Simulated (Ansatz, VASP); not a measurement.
**Two plane-wave programs on ZnSe**

Contents of POSCAR:

```
ZnSe
1.0
    0.0000000000      2.8338000000      2.8338000000
    2.8338000000      0.0000000000      2.8338000000
    2.8338000000      2.8338000000      0.0000000000
Se Zn
1 1
Direct
    0.7500000000      0.7500000000      0.7500000000
    0.0000000000      0.0000000000      0.0000000000
```

File INCAR.step1:

```
  ALGO = Normal
  EDIFF = 1E-5
  ENCUT = 520
  GGA = PE
  ISIF = 2
  ISMEAR = -1
  LASPH = T
  LCHARG = F
  LREAL = F
  LWAVE = T
  NBANDS = 16
  NELM = 60
  PREC = Accurate
  SIGMA = 0.05
```

INCAR.step2

```
  AEXX = 0.1
  ALGO = Normal
  EDIFF = 1E-6
  ENCUT = 520
  GGA = PE
  HFSCREEN = 0.2078699
  ISIF = 2
  ISMEAR = -1
  ISTART = 1
  LASPH = T
  LCHARG = F
  LHFCALC = T
  LREAL = F
  LWAVE = F
  NBANDS = 16
  NELM = 60
  PREC = Accurate
  PRECFOCK = Normal
  SIGMA = 0.05
```

Contents of KPOINTS:

```
k-points
0
Gamma
  5 5 5
```

The input input.yaml:

```yaml
crystal:
  lattice:
    - [0.0, 2.8338, 2.8338]
    - [2.8338, 0.0, 2.8338]
    - [2.8338, 2.8338, 0.0]
  atoms:
    - { symbol: Se, position: [0.75, 0.75, 0.75] }
    - { symbol: Zn, position: [0.0, 0.0, 0.0] }
hamiltonian:
  xc:
    exchange: pbe
    correlation: pbe
    exx: { coeff: 0.1, omega: 0.2078699 }
  pseudopotentials: { kind: paw }
kpoints:
  mp_grid: { grid: [5, 5, 5] }
scf:
  occupations: { method: fermi_dirac, width: 0.05 }
output:
  forces: true
  stress: true
  eigenvalues: true
```

Alike in both runs: task single point; functional PBE-based screened hybrid with a share of 0.1 of exact exchange and HFSCREEN = 0.2078699; k mesh 5 × 5 × 5; occupations fermi-dirac, width 0.05 eV; no spin polarisation.

|  | VASP | Ansatz |
| --- | --- | --- |
| version | VASP 6.6.1 | Ansatz 0.2.0 |
| potentials or method | VASP PAW PBE potentials, release 64 (Se, Zn) | Ansatz PAW |
| plane-wave cutoff (eV) | 520 | 420 |
| valence electrons in the cell | 18 | 28 |

|  | VASP | Ansatz | Ansatz less VASP |
| --- | --- | --- | --- |
| gap on the k mesh at the Fermi level (eV) | 1.72 | 1.73 | +0.003 |
| least direct gap on the mesh (eV) | 1.72 | 1.73 | +0.003 |
| pressure (GPa) | 1.9 | 1.8 | -0.12 |

VASP's potentials were made for PBE, not for PBE-based screened hybrid. VASP's potentials hold 18 valence electrons a cell and Ansatz's 28, so a difference there can come from the potentials and not from the codes.

Noted on Ansatz's run: odd divisions of the mesh miss points on the zone boundary, where band edges often lie, so the gap on the mesh can be too wide.
